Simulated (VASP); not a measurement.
# B in VASP: settings compared

Aim: see how the results for B move with the level of theory and the settings. Levels: PBEsol-based screened hybrid with 25 % exact exchange, PBE. Tasks: relaxation of cell and atoms, single point.

Program: VASP 6.6.1. These are calculated values, not measurements. Logs are shortened: lines on timing, memory, paths and dates and some standing lists are left out, and cuts for length are marked.

**1. The cell of the first run**

It takes space group P4/mmm (No. 123, tetragonal). The conventional cell has a = 2.346 Å, b = 2.346 Å, c = 1.586 Å, α = 90.00°, β = 90.00°, γ = 90.00°. Within 2.1 Å of B (site symmetry 4/mmm) lie 2 B at 1.59 Å.

**2. Relaxation of cell and atoms, PBEsol-based screened hybrid with 25 % exact exchange**

The input, POSCAR:

```
B
1.0
    2.3461100000      0.0000000000      0.0000000000
    0.0000000000      2.3461100000      0.0000000000
    0.0000000000      0.0000000000      1.5857900000
B
1
Direct
    0.5000000000      0.5000000000      0.5000000000
```

The input, INCAR.step1:

```
SYSTEM = B
  ALGO = Normal
  EDIFF = 1E-5
  ENCUT = 600
  GGA = PE
  ISMEAR = -1
  LASPH = .True.
  LCHARG = .False.
  LREAL = .False.
  LWAVE = .True.
  NBANDS = 8
  NELM = 100
  PREC = Accurate
  SIGMA = 0.05
```

The input, INCAR.step2:

```
SYSTEM = B
  AEXX = 0.25
  ALGO = Normal
  EDIFF = 1E-7
  EDIFFG = -0.01
  ENCUT = 600
  GGA = PS
  HFSCREEN = 0.207
  IBRION = 2
  ISIF = 3
  ISMEAR = -1
  ISTART = 1
  LASPH = .True.
  LCHARG = .False.
  LHFCALC = .True.
  LREAL = .False.
  LWAVE = .False.
  NELM = 100
  NSW = 60
  PREC = Accurate
  PRECFOCK = Normal
  SIGMA = 0.05
```

The input, KPOINTS:

```
k-points
0
Gamma
  6 6 8
  0 0 0
```

Potentials or basis: VASP PAW PBE potentials, release 64 (B).

The run is started by

```bash
$ cat potpaw_PBE.64/B/POTCAR > POTCAR
$ cp INCAR.step1 INCAR
$ mpirun -np 1 vasp_std > vasp.out
$ cp INCAR.step2 INCAR
$ mpirun -np 1 vasp_std > vasp.out
```

OUTCAR:

```text
SYSTEM = B
   AEXX = 0.25
   EDIFF = 1E-7
   EDIFFG = -0.01
   ENCUT = 600
   GGA = PS
   HFSCREEN = 0.207
   IBRION = 2
   ISIF = 3
   ISMEAR = -1
   ISTART = 1
   LASPH = .True.
   LHFCALC = .True.
   LREAL = .False.
   NELM = 100
   NSW = 60
   PREC = Accurate
   PRECFOCK = Normal

 ion  position               nearest neighbor table
   1  0.500  0.500  0.500-

  LATTYP: Found a simple tetragonal cell.
 ALAT       =     2.3461100000
 C/A-ratio  =     0.6759231238

  Lattice vectors:

 A1 = (   2.3461100000,   0.0000000000,   0.0000000000)
 A2 = (   0.0000000000,   2.3461100000,   0.0000000000)
 A3 = (   0.0000000000,   0.0000000000,   1.5857900000)

Analysis of symmetry for initial positions (statically):
=====================================================================
 Subroutine PRICEL returns:
 Original cell was already a primitive cell.

 Routine SETGRP: Setting up the symmetry group for a
 simple tetragonal supercell.

 Subroutine GETGRP returns: Found 16 space group operations
 (whereof 16 operations were pure point group operations)
 out of a pool of 16 trial point group operations.

The static configuration has the point symmetry D_4h.

Analysis of symmetry for dynamics (positions and initial velocities):
=====================================================================
 Subroutine PRICEL returns:
 Original cell was already a primitive cell.

 Routine SETGRP: Setting up the symmetry group for a
 simple tetragonal supercell.

 Subroutine GETGRP returns: Found 16 space group operations
 (whereof 16 operations were pure point group operations)
 out of a pool of 16 trial point group operations.

The dynamic configuration has the point symmetry D_4h.

 Subroutine INISYM returns: Found 16 space group operations
 (whereof 16 operations are pure point group operations),
 and found     1 'primitive' translations

----------------------------------------------------------------------------------------

                                     Primitive cell

  volume of cell :       8.7286

[... 108 lines left out ...]
  Fermi-wavevector in a.u.,A,eV,Ry     =   1.146747  2.167038 17.892065  1.315030
  Thomas-Fermi vector in A             =   2.283430
   LORBIT       =      0    0 simple, 1 ext, 2 COOP (PROOUT), +10 PAW based schemes
   GGA     = PS    functional components
   LHFCALC =     T    Hartree Fock is set to
   PRECFOCK=normal    Normal, Fast or Accurate (Low or Medium for compatibility)
   ENCUT4O =  -1.0   cutoff for four orbital integrals eV
   NKREDX  =     1    reduce k-point grid by
   NKREDY  =     1    reduce k-point grid by
   NKREDZ  =     1    reduce k-point grid by
   AEXX    =    0.2500 exact exchange contribution
   HFSCREEN=    0.2070 screening length (either q_TF or 0.3 A-1)
   HFSCREENC=   0.2070 screening length for correlation (either q_TF or 0.3 A-1)
   ENCUTFOCK=  -1.0 apply spherical cutoff to Coloumb kernel
   IVDW    =     0    specifies the selected vdW correction
   LEPSILON=     F    determine dielectric tensor
   LRPA    =     F    only Hartree local field effects (RPA)
 conjugate gradient relaxation of ions
 non-spin polarized calculation
  energy-cutoff  :      600.00
  volume of cell :        8.73
 maximum number of plane-waves:       304
 NGX is ok and might be reduce to    20
  NGX = 16; NGY = 16; NGZ = 10

--------------------------------------- Ionic step        1  -------------------------------------------

 number of electron       3.0000000 magnetization

 Free energy of the ion-electron system (eV)
  ---------------------------------------------------
  ext. energy  EPLUGINS =         0.00000000
  ---------------------------------------------------
  free energy    TOTEN  =        -6.46178816 eV

  energy without entropy =       -6.45842671  energy(sigma->0) =       -6.46010744

------------------------ aborting loop because EDIFF is reached ----------------------------------------

  FORCE on cell =-STRESS in cart. coord.  units (eV):
  Direction    XX          YY          ZZ          XY          YZ          ZX
  --------------------------------------------------------------------------------------
  -------------------------------------------------------------------------------------
  Total       -0.0607483     -0.0607483     -0.3178112      0.0000000     -0.0000000      0.0000000
  in kB      -11.1507033    -11.1507033    -58.3360991      0.0000000     -0.0000000      0.0000000
  external PRESSURE =     -26.8791686 kB  Pullay stress =       0.0000000 kB
[... 86 lines left out ...]
  FREE ENERGIE OF THE ION-ELECTRON SYSTEM (eV)
  ---------------------------------------------------
  free  energy   TOTEN  =        -6.4626116747 eV

  energy  without entropy=       -6.4590818496  energy(sigma->0) =       -6.46084676

[... ionic steps 4 to 7 ...]

--------------------------------------- Ionic step        8  -------------------------------------------

 number of electron       3.0000000 magnetization

------------------------ aborting loop because EDIFF is reached ----------------------------------------
[... 65 lines left out ...]
--------------------------------------- Ionic step       10  -------------------------------------------

 number of electron       3.0000000 magnetization

 Free energy of the ion-electron system (eV)
  ---------------------------------------------------
  ext. energy  EPLUGINS =         0.00000000
  ---------------------------------------------------
  free energy    TOTEN  =        -6.46310992 eV

  energy without entropy =       -6.46071535  energy(sigma->0) =       -6.46191264

 E-fermi :   4.8950     XC(G=0):  -9.2001

 val. band max:        4.8885252577   @ k =   0.3333   0.3333   0.1250
 cond. band min:       5.3843976900   @ k =   0.5000   0.3333   0.1250
 fundamental gap:      0.4958724324
 Fermi energy:         4.8949567390

 k-point     1 :       0.0000    0.0000    0.0000
  band No.  band energies     occupation
      1     -10.9704      2.00000
      2      10.6770      0.00000
      3      10.6770      0.00000
      4      20.4107      0.00000
      5      21.6997      0.00000
[... 177 lines left out ...]
 k-point    24 :       0.5000    0.0000    0.2500
  band No.  band energies     occupation
      1      -3.2687      2.00000
      2       0.7070      2.00000
      3      16.1245      0.00000
      4      20.0633      0.00000
      5      28.7053      0.00000

 [... further k-points ...]
[... 5 lines left out ...]
  --------------------------------------------------------------------------------------
  -------------------------------------------------------------------------------------
  Total        0.0017193      0.0017193     -0.0009408      0.0000000     -0.0000000      0.0000000
  in kB        0.3223342      0.3223342     -0.1763827      0.0000000     -0.0000000      0.0000000
  external PRESSURE =       0.1560952 kB  Pullay stress =       0.0000000 kB
[... 16 lines left out ...]
  FREE ENERGIE OF THE ION-ELECTRON SYSTEM (eV)
  ---------------------------------------------------
  free  energy   TOTEN  =        -6.4631099236 eV

  energy  without entropy=       -6.4607153476  energy(sigma->0) =       -6.46191264

 reached required accuracy - stopping structural energy minimisation
```

OUTCAR.step1:

```text
SYSTEM = B
   EDIFF = 1E-5
   ENCUT = 600
   GGA = PE
   ISMEAR = -1
[... 481 lines left out ...]

 POSITION                                       TOTAL-FORCE (eV/Angst)
 -----------------------------------------------------------------------------------
      1.17305      1.17305      0.79290         0.000000      0.000000      0.000000
 -----------------------------------------------------------------------------------
    total drift:                                0.000000      0.000000      0.000000

  FREE ENERGIE OF THE ION-ELECTRON SYSTEM (eV)
  ---------------------------------------------------
  free  energy   TOTEN  =        -5.6535218035 eV

  energy  without entropy=       -5.6502832469  energy(sigma->0) =       -5.65190253
```

OSZICAR.step1:

```text
N       E                     dE             d eps       ncg     rms          rms(c)
DAV:   1    -0.229853000765E+01   -0.22985E+01   -0.14999E+03   848   0.293E+02
DAV:   2    -0.595610146767E+01   -0.36576E+01   -0.35202E+01  1048   0.413E+01
DAV:   3    -0.596271058401E+01   -0.66091E-02   -0.66091E-02   904   0.203E+00
DAV:   4    -0.596271153650E+01   -0.95248E-06   -0.95281E-06  1168   0.219E-02
DAV:   5    -0.596271153659E+01   -0.99362E-10   -0.62461E-10   896   0.922E-05    0.361E+00
DAV:   6    -0.573869608595E+01    0.22402E+00   -0.16465E-01   848   0.164E+00    0.202E+00
DAV:   7    -0.565347760937E+01    0.85218E-01   -0.22162E-01   904   0.187E+00    0.229E-01
DAV:   8    -0.565356402289E+01   -0.86414E-04   -0.17007E-03   808   0.322E-01    0.449E-02
DAV:   9    -0.565352084177E+01    0.43181E-04   -0.13888E-04   928   0.505E-02    0.126E-02
DAV:  10    -0.565352180348E+01   -0.96170E-06   -0.18580E-06   584   0.101E-02
   1 F= -.56535218E+01 E0= -.56519025E+01  d E =-.323856E-02
```

Wall time 25 min (1 thread of Intel Xeon 8259CL, shared host); peak memory 0.21 GiB.

Results:

```
Free energy                           : -6.4631 eV
Relaxed volume                        : 8.55 Å³/atom
Relaxed cell                          : a = 2.327 Å, b = 2.327 Å, c = 1.578 Å, α = 90.00°, β = 90.00°, γ = 90.00°
Space group after relaxing (to 0.1 Å) : P4/mmm (No. 123)
Energy gained by relaxing             : 1.3 meV/atom
Ionic steps                           : 10
Pressure after relaxing               : 0.0 GPa
Band gap on the k mesh                : zero (an odd number of electrons rules out a gap without spin polarisation)
```

The path:
| step | energy change (eV) | largest force (eV/Å) | pressure (GPa) | volume (Å³) |
| --- | --- | --- | --- | --- |
| 1 | 0.0000 | 0.0000 | -2.69 | 8.73 |
| 2 | 0.0033 | 0.0000 | 4.53 | 8.54 |
| 3 | -0.0008 | 0.0000 | -0.54 | 8.67 |
| 4 | -0.0011 | 0.0000 | -0.52 | 8.63 |
| 5 | -0.0012 | 0.0000 | 0.07 | 8.52 |
| 6 | -0.0013 | 0.0000 | -0.22 | 8.56 |
| 7 | -0.0013 | 0.0000 | -0.18 | 8.55 |
| 8 | -0.0013 | 0.0000 | -0.16 | 8.55 |
| 9 | -0.0013 | 0.0000 | 0.55 | 8.53 |
| 10 | -0.0013 | 0.0000 | 0.02 | 8.55 |

Final structure:
```yaml
crystal:
  lattice:
    - [2.32693, 0.00000, 0.00000]
    - [0.00000, 2.32693, 0.00000]
    - [0.00000, 0.00000, 1.57828]
  atoms:
    - { symbol: B, position: [0.50000, 0.50000, 0.50000] }
```

Caveat: the k points lie up to 0.50 Å⁻¹ apart in the final cell, too coarse for converged energies and pressures of a metal; the PAW data sets were made with another functional, which shifts forces and pressure a little.

**3. Single point, PBE (the cell strained at random)**

The input, INCAR:

```
SYSTEM = B
PREC = Accurate ; ENCUT = 520
EDIFF = 1E-7 ; ISMEAR = -1
SIGMA = 0.05 ; LREAL = .FALSE.
LASPH = .TRUE. ; NELM = 100
ALGO = Normal ; ISIF = 2
LWAVE = .FALSE. ; LCHARG = .TRUE.
GGA = PE ; LELF = .TRUE.
LVHAR = .TRUE. ; NBANDS = 8
```

The input, KPOINTS:

```
Automatic mesh
0
G
  11 11 16
  0 0 0
```

The input, POSCAR:

```
B
1.0
    2.3493510000     -0.0101880000      0.0154020000
   -0.0101880000      2.3346640000      0.0422970000
    0.0104100000      0.0285890000      1.5919840000
B
1
Direct
    0.5026920000      0.5130090000      0.5028790000
```

Potentials or basis: VASP PAW PBE potentials, release 64 (B).

The run is started by

```bash
$ cat potpaw_PBE.64/B/POTCAR > POTCAR
$ mpirun -np 1 vasp_std > vasp.out
```

OUTCAR:

```text
SYSTEM = B
   PREC = Accurate
   ENCUT = 520
   EDIFF = 1E-7
   ISMEAR = -1
   LREAL = .FALSE.
   LASPH = .TRUE.
   NELM = 100
   ISIF = 2
   GGA = PE

 ion  position               nearest neighbor table
   1  0.503  0.513  0.503-

  LATTYP: Found a triclinic cell.
 ALAT       =     1.5922747110
 B/A-ratio  =     1.8045238011
 C/A-ratio  =     1.4755139672
 COS(alpha) =     0.0002393760
 COS(beta)  =     0.0130142093
 COS(gamma) =     0.5834466421

[... 440 lines left out ...]
 k-point    24 :      -0.4545    0.1818    0.0000
  band No.  band energies     occupation
      1      -3.9776      2.00000
      2      -1.1903      2.00000
      3       8.4227      0.00000
      4      18.1434      0.00000
      5      29.3379      0.00000
      6      31.9759      0.00000
      7      35.5021      0.00000
      8      43.3028      0.00000

 [... further k-points ...]
[... 5 lines left out ...]
  --------------------------------------------------------------------------------------
  -------------------------------------------------------------------------------------
  Total       -0.0645931     -0.0104831     -0.2271954      0.0295042      0.1231882      0.0736967
  in kB      -11.8564469     -1.9242301    -41.7030367      5.4156685     22.6119064     13.5274566
  external PRESSURE =     -18.4945712 kB  Pullay stress =       0.0000000 kB

 VOLUME and BASIS-vectors are now :
 -----------------------------------------------------------------------------
  energy-cutoff  :      520.00
  volume of cell :        8.73
      direct lattice vectors                 reciprocal lattice vectors
     2.349351000 -0.010188000  0.015402000     0.425676216  0.001908614 -0.002817776
    -0.010188000  2.334664000  0.042297000     0.001908616  0.428475117 -0.007707077
     0.010410000  0.028589000  1.591984000    -0.004169008 -0.011402507  0.628379045

 POSITION                                       TOTAL-FORCE (eV/Angst)
 -----------------------------------------------------------------------------------
      1.18101      1.20696      0.83002        -0.000000      0.000000      0.000000
 -----------------------------------------------------------------------------------
    total drift:                               -0.000000     -0.000000     -0.000001

  FREE ENERGIE OF THE ION-ELECTRON SYSTEM (eV)
  ---------------------------------------------------
  free  energy   TOTEN  =        -5.6616902762 eV

  energy  without entropy=       -5.6601987666  energy(sigma->0) =       -5.66094452
```

Wall time 35 s (1 thread of Intel Xeon 8259CL, shared host); peak memory 0.16 GiB.

Results:

| Quantity | Value |
| --- | --- |
| Free energy | -5.6617 eV |
| Pressure | -1.8 GPa |
| Band gap on the k mesh | zero (an odd number of electrons rules out a gap without spin polarisation) |

Caveat: the cell differs from its parent crystal (the cell strained at random).
